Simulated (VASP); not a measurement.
# CuNi3 (Cmmm) in VASP: notebook, part 2 of 2

VASP 6.6.1. The steps go on from the part before.

**3. Single point, PBEsol, collinear spin, ferromagnetic start (11.00 Å³/atom)**

This run uses another cell than the first one, of 11.00 Å³/atom.

Contents of INCAR:

```
SYSTEM = CuNi3
  PREC = Accurate
  ENCUT = 520
  EDIFF = 1E-6
  ISMEAR = -1
  SIGMA = 0.05
  LREAL = .False.
  LASPH = .True.
  NELM = 150
  ALGO = Fast
  ISIF = 2
  LWAVE = .False.
  LCHARG = .True.
  ISPIN = 2
  MAGMOM = 0.6 1 1 1
  LORBIT = 11
  LMAXMIX = 4
  GGA = PS
  LELF = .True.
  LVHAR = .True.
  NBANDS = 32
```

Contents of KPOINTS:

```
Automatic mesh
0
Gamma
  12 12 4
  0 0 0
```

Contents of POSCAR:

```
CuNi3
1.0
    1.3952120000     -1.9871540000      0.0000000000
    1.3952120000      1.9871540000      0.0000000000
    0.0000000000      0.0000000000      7.9348860000
Cu Ni
1 3
Direct
    0.0000000000      0.0000000000      0.0000000000
    0.5000000000      0.5000000000      0.2546860000
    0.0000000000      0.0000000000      0.5000000000
    0.5000000000      0.5000000000      0.7453140000
```

Potentials or basis: VASP PAW PBE potentials, release 64 (Cu, Ni).

Run with:

```bash
cat potpaw_PBE.64/Cu/POTCAR potpaw_PBE.64/Ni/POTCAR > POTCAR
mpirun -np 1 vasp_std > vasp.out
```

OUTCAR:

```text
SYSTEM = CuNi3
   PREC = Accurate
   ENCUT = 520
   EDIFF = 1E-6
   ISMEAR = -1
   LREAL = .False.
   LASPH = .True.
   NELM = 150
   ISIF = 2
   ISPIN = 2
   LORBIT = 11
   GGA = PS

 ion  position               nearest neighbor table
   1  0.000  0.000  0.000-   2 2.46   4 2.46   2 2.46   4 2.46   2 2.83   4 2.83   2 2.83   4 2.83

   2  0.500  0.500  0.255-   3 2.39   3 2.39   1 2.46   1 2.46   3 2.78   3 2.78   1 2.83   1 2.83

   3  0.000  0.000  0.500-   2 2.39   4 2.39   2 2.39   4 2.39   2 2.78   4 2.78   2 2.78   4 2.78

   4  0.500  0.500  0.745-   3 2.39   3 2.39   1 2.46   1 2.46   3 2.78   3 2.78   1 2.83   1 2.83

  LATTYP: Found a base centered orthorhombic cell.
 ALAT       =     2.7904240000
 B/A-ratio  =     1.4242667064
 C/A-ratio  =     2.8436130136

  Lattice vectors:

 A1 = (   1.3952120000,  -1.9871540000,   0.0000000000)
 A2 = (   1.3952120000,   1.9871540000,   0.0000000000)
 A3 = (   0.0000000000,   0.0000000000,   7.9348860000)

Analysis of symmetry for initial positions (statically):
=====================================================================
 Subroutine PRICEL returns:
 Original cell was already a primitive cell.

 Routine SETGRP: Setting up the symmetry group for a
 base centered orthorhombic supercell.

 Subroutine GETGRP returns: Found  8 space group operations
 (whereof  8 operations were pure point group operations)
 out of a pool of  8 trial point group operations.

The static configuration has the point symmetry D_2h.

Analysis of symmetry for dynamics (positions and initial velocities):
=====================================================================
 Subroutine PRICEL returns:
 Original cell was already a primitive cell.

 Routine SETGRP: Setting up the symmetry group for a
 base centered orthorhombic supercell.

 Subroutine GETGRP returns: Found  8 space group operations
 (whereof  8 operations were pure point group operations)
 out of a pool of  8 trial point group operations.

The dynamic configuration has the point symmetry D_2h.

Analysis of structural, dynamic, and magnetic symmetry:
=====================================================================
 Subroutine PRICEL returns:
 Original cell was already a primitive cell.

 Routine SETGRP: Setting up the symmetry group for a
 base centered orthorhombic supercell.

 Subroutine GETGRP returns: Found  8 space group operations
 (whereof  8 operations were pure point group operations)
 out of a pool of  8 trial point group operations.

The overall configuration has the point symmetry D_2h.

 Subroutine INISYM returns: Found  8 space group operations
 (whereof  8 operations are pure point group operations),
 and found     1 'primitive' translations

----------------------------------------------------------------------------------------

                                     Primitive cell

  volume of cell :      43.9990

  direct lattice vectors                    reciprocal lattice vectors
     1.395212000 -1.987154000  0.000000000     0.358368477 -0.251616130  0.000000000
     1.395212000  1.987154000  0.000000000     0.358368477  0.251616130  0.000000000
     0.000000000  0.000000000  7.934886000     0.000000000  0.000000000  0.126025755

  length of vectors
     2.428043975  2.428043975  7.934886000     0.437879713  0.437879713  0.126025755

[... 83 lines left out ...]
   NELM   =    150;   NELMIN=  2; NELMDL= -5     # of ELM steps
   EDIFF  = 0.1E-05   stopping-criterion for ELM
   LREAL  =      F    real-space projection
   EDIFFG = 0.1E-04   stopping-criterion for IOM
   NSW    =      0    number of steps for IOM
   IBRION =     -1    ionic relax: 0-MD 1-quasi-New 2-CG
   NFREE  =      0    steps in history (QN), initial steepest desc. (CG)
   ISIF   =      2    stress and relaxation
   ISYM   =      2    0-nonsym 1-usesym 2-fastsym
   POTIM  = 0.5000    time-step for ionic-motion
   TEBEG  =    0.0;   TEEND  =   0.0 temperature during run
   PSTRESS=    0.0 pullay stress
   NELECT =      41.0000    total number of electrons
   NUPDOWN=      -1.0000    fix difference up-down
   EMIN   =  10.00;   EMAX   =-10.00  energy-range for DOS
   EFERMI =   0.00;   METHOD = LEGACY
   ISMEAR =    -1;   SIGMA  =   0.05  broadening in eV -4-tet -1-fermi 0-gaus
   EFERMI_NEDOS =   21; number of points for ismear=-14 and -15
   IALGO  =     68    algorithm
   IMIX   =      4    mixing-type and parameters
     AMIX     =   0.40;   BMIX     =  1.00
     AMIX_MAG =   1.60;   BMIX_MAG =  1.00
  volume/ion in A,a.u.               =      11.00        74.23
  Fermi-wavevector in a.u.,A,eV,Ry     =   1.599025  3.021719 34.788487  2.556882
  Thomas-Fermi vector in A             =   2.696383
   LORBIT       =     11    0 simple, 1 ext, 2 COOP (PROOUT), +10 PAW based schemes
   GGA     = PS    functional components
   LHFCALC =     F    Hartree Fock is set to
   AEXX    =    0.0000 exact exchange contribution
   IVDW    =     0    specifies the selected vdW correction
   LEPSILON=     F    determine dielectric tensor
   LRPA    =     F    only Hartree local field effects (RPA)
 spin polarized calculation
 RMM-DIIS sequential band-by-band and
  energy-cutoff  :      520.00
  volume of cell :       44.00
 maximum number of plane-waves:      1215
   NGX =  9   NGY =  9   NGZ = 29

 number of electron      41.0000009 magnetization       1.2772332

 Free energy of the ion-electron system (eV)
  ---------------------------------------------------
  ext. energy  EPLUGINS =         0.00000000
  ---------------------------------------------------
  free energy    TOTEN  =       -22.34112507 eV

  energy without entropy =      -22.29644855  energy(sigma->0) =      -22.31878681

 E-fermi :   8.6739     XC(G=0): -13.3526

 val. band max:        8.6726726247   @ k =  -0.3333   0.0833   0.2500
 cond. band min:       8.6745000020   @ k =   0.5000   0.0000   0.2500
 fundamental gap:      0.0018273773
 Fermi energy:         8.6738573888

 spin component 1

 k-point     1 :       0.0000    0.0000    0.0000
  band No.  band energies     occupation
      1      -0.3819      1.00000
      2       1.8467      1.00000
      3       2.1054      1.00000
      4       4.0059      1.00000
      5       5.1806      1.00000
      6       5.7563      1.00000
[... 829 lines left out ...]
     31      24.3076      0.00000
     32      24.6355      0.00000

 [... further k-points ...]

 spin component 2

 k-point     1 :       0.0000    0.0000    0.0000
  band No.  band energies     occupation
      1      -0.3864      1.00000
      2       1.8462      1.00000
      3       2.1202      1.00000
      4       4.1701      1.00000
      5       5.2196      1.00000
      6       5.9600      1.00000
[... 829 lines left out ...]
     31      24.3936      0.00000
     32      24.7142      0.00000

 [... further k-points ...]

------------------------ aborting loop because EDIFF is reached ----------------------------------------

  FORCE on cell =-STRESS in cart. coord.  units (eV):
  Direction    XX          YY          ZZ          XY          YZ          ZX
  --------------------------------------------------------------------------------------
  -------------------------------------------------------------------------------------
  Total       -1.8306213     -1.6746047     -1.4529292      0.0000000      0.0000000      0.0000000
  in kB      -66.6602100    -60.9790246    -52.9069361      0.0000000      0.0000000      0.0000000
  external PRESSURE =     -60.1820569 kB  Pullay stress =       0.0000000 kB

 VOLUME and BASIS-vectors are now :
 -----------------------------------------------------------------------------
  energy-cutoff  :      520.00
  volume of cell :       44.00
      direct lattice vectors                 reciprocal lattice vectors
     1.395212000 -1.987154000  0.000000000     0.358368477 -0.251616130  0.000000000
     1.395212000  1.987154000  0.000000000     0.358368477  0.251616130  0.000000000
     0.000000000  0.000000000  7.934886000     0.000000000  0.000000000  0.126025755

 POSITION                                       TOTAL-FORCE (eV/Angst)
 -----------------------------------------------------------------------------------
      0.00000      0.00000      0.00000        -0.000000      0.000000      0.000000
      1.39521      0.00000      2.02090         0.000000     -0.000000      0.024356
      0.00000      0.00000      3.96744        -0.000000     -0.000000      0.000000
      1.39521      0.00000      5.91398        -0.000000     -0.000000     -0.024356
 -----------------------------------------------------------------------------------
    total drift:                                0.000000      0.000000      0.000000

  FREE ENERGIE OF THE ION-ELECTRON SYSTEM (eV)
  ---------------------------------------------------
  free  energy   TOTEN  =       -22.3411250736 eV

  energy  without entropy=      -22.2964485478  energy(sigma->0) =      -22.31878681

 total charge

# of ion       s       p       d       tot
------------------------------------------
    1        0.465   0.427   9.167  10.058
    2        0.488   0.476   8.346   9.310
    3        0.496   0.502   8.330   9.327
    4        0.488   0.476   8.346   9.310
--------------------------------------------------
tot          1.936   1.881  34.189  38.006

 magnetization (x)

# of ion       s       p       d       tot
------------------------------------------
    1       -0.002  -0.008   0.025   0.015
    2       -0.003  -0.010   0.402   0.388
    3       -0.004  -0.014   0.525   0.506
    4       -0.003  -0.010   0.402   0.388
--------------------------------------------------
tot         -0.012  -0.043   1.353   1.298
```

It took 6.2 min on 1 thread of Intel Xeon Platinum 8488C (Sapphire Rapids), shared host; peak memory 0.35 GiB.

Results:

* Free energy: -22.3411 eV
* Pressure: -6.0 GPa
* Largest force: 0.024 eV/Å
* Net moment: 1.28 μB per cell
* Site moments: Cu +0.01; Ni +0.39, +0.51 (each value once) μB
* Valence electrons inside the program's atomic spheres: Cu 10.06; Ni 9.31, 9.33 (each value once)

Forces on the atoms (eV/Å):
```
Cu   0.000  0.000  0.000
Ni   0.000  0.000  0.024
Ni   0.000  0.000  0.000
Ni   0.000  0.000 -0.024
```

Caveat: the cell stands under tension; the PAW data sets were made with another functional, which shifts forces and pressure a little.
